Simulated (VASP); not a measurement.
**ZrS: single point with PBEsol**

Crystal: ZrS.

```
CELL_PARAMETERS angstrom
0.00000 2.62500 2.62500
2.62500 0.00000 2.62500
2.62500 2.62500 0.00000
ATOMIC_POSITIONS crystal
Zr 0.95000 0.95000 0.05000
S 0.50000 0.50000 0.50000
```

This cell differs from its parent crystal: all Zr atoms moved +0.263 Å, as atom 1 towards its neighbour atom 2 (S) at 2.625 Å.

| Property | Result |
| --- | --- |
| Program | VASP 6.6.1 |
| Task | single point |
| Functional | PBEsol |
| Potentials or basis | VASP PAW PBE potentials, release 64 (Zr_sv, S) |
| Cutoff | 520 eV |
| k mesh | 16 × 16 × 16 |
| Occupations | gaussian, width 0.15 eV |
| Spin | no spin polarisation |

```json
{
 "Pressure": "-2.0 GPa",
 "Largest force": "1.848 eV/Å",
 "Band gap on the k mesh": "zero (band 9 reaches 11.70 eV, above the bottom of band 10 at 9.44 eV)"
}
```

Forces in eV/Å, atoms in the order of the input:
```
Zr   0.000  0.000  1.848
S    0.000  0.000 -1.848
```

Stress tensor (GPa, compression positive):
```
-7.15  0.00  0.00
 0.00 -7.15  0.00
 0.00  0.00  8.31
```

Levels at points of the mesh, in eV from the Fermi level:
```csv
k point,band 6,band 7,band 8,band 9,band 10,band 11,band 12,band 13
"(0.00, 0.00, 0.00)",-3.97,-3.89,-3.89,-1.18,-0.71,-0.71,-0.52,0.29
"(0.50, 0.00, 0.00)",-7.90,-5.84,-5.79,1.20,1.49,1.64,2.11,4.66
"(0.50, 0.50, 0.00)",-6.03,-4.37,-4.37,-3.34,0.74,2.18,2.39,2.39
"(0.00, 0.50, 0.50)",-6.18,-5.16,-4.44,-2.47,0.85,2.43,2.49,2.87
```

Run time: 120 s on 1 thread of Intel(R) Xeon(R) Platinum 8488C (Sapphire Rapids), with other jobs on the host, peak memory 0.31 GiB.

Caveat: the cell differs from its parent crystal (all Zr atoms moved +0.263 Å, as atom 1 towards its neighbour atom 2 (S) at 2.625 Å); the PAW data sets were made with another functional, which shifts forces and pressure a little.
